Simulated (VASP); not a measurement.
Here is a VASP 6.6.1 calculation.

File INCAR:

```
  ALGO = Normal
  EDIFF = 1E-7
  ENCUT = 520
  GGA = PE
  ISIF = 2
  ISMEAR = 0
  LASPH = True
  LCHARG = True
  LELF = True
  LREAL = False
  LVHAR = True
  LWAVE = False
  NBANDS = 10
  NELM = 100
  PREC = Accurate
  SIGMA = 0.15
```

KPOINTS

```
k-points
0
Gamma
  10 10 10
```

The input POSCAR:

```
Re
1.0
    0.0000000000      1.9885596844      1.9885596844
    1.9885596844      0.0000000000      1.9885596844
    1.9885596844      1.9885596844      0.0000000000
Re
1
Direct
    0.0000000000      0.0000000000      0.0000000000
```

Potentials or basis: VASP PAW PBE potentials, release 64 (Re).

Command:

```sh
$ cat potpaw_PBE.64/Re/POTCAR > POTCAR
$ mpirun -np 1 vasp_std > vasp.out
```

Task: What does it give for the pressure?

Result: -16.3 GPa.
